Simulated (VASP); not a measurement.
Crystal: LiF.

```xyz
2
Lattice="2.5163 0.0000 0.0000 0.0000 2.5163 0.0000 0.0000 0.0000 2.5163" Properties=species:S:1:pos:R:3 pbc="T T T"
Li    0.0000    0.0000    0.0000
F     1.2581    1.2581    1.2581
```

Base run:

```yaml
Program: VASP 6.6.1
Functional: r2SCAN
Potentials_or_basis: VASP PAW PBE potentials, release 64 (Li_sv, F)
Cutoff: 520 eV
k_mesh: 8 × 8 × 8
Occupations: gaussian, width 0.01 eV
Spin: no spin polarisation
```

Its results: band gap on the k mesh 9.12 eV, indirect (least direct gap 9.86 eV).

Q: The run is repeated on the same cell with these changes: functional from r2SCAN to PBE. What comes out?

A: Band gap on the k mesh 7.95 eV, indirect (least direct gap 8.67 eV).

r2SCAN gives the wider gap, since meta-GGAs in the generalised Kohn-Sham scheme recover part of the derivative discontinuity.

A k mesh can miss the band edges.
